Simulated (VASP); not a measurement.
A run of VASP 6.6.1 is set up as follows.

Contents of INCAR:

```
SYSTEM = Li
ALGO = Normal
EDIFF = 1E-7
ENCUT = 520
ISIF = 2
ISMEAR = -1
LASPH = .True.
LCHARG = .True.
LELF = .True.
LREAL = .False.
LVHAR = .True.
LWAVE = .False.
NBANDS = 12
NELM = 100
PREC = Accurate
SIGMA = 0.08
```

Contents of KPOINTS:

```
k-points
0
Gamma
  12 12 12
  0 0 0
```

The input POSCAR:

```
Li
1.0
    1.5295437082      0.8830824716      7.4857428335
   -1.5295437082      0.8830824716      7.4857428335
    0.0000000000     -1.7661649434      7.4857428335
Li
3
Direct
    0.0000000000      0.0000000000      0.0000000000
    0.2220000000      0.2220000000      0.2220000000
    0.7780000000      0.7780000000      0.7780000000
```

Potentials or basis: VASP PAW LDA potentials, release 64 (Li_sv).

Run with:

```sh
$ cat potpaw_LDA.64/Li_sv/POTCAR > POTCAR
$ mpirun -np 1 vasp_std > vasp.out
```

Q: Predict the largest force.

A: 0.009 eV/Å.

Forces in eV/Å, atoms in the order of the input:
```
Li   0.000  0.000  0.000
Li   0.000  0.000  0.009
Li   0.000  0.000 -0.009
```
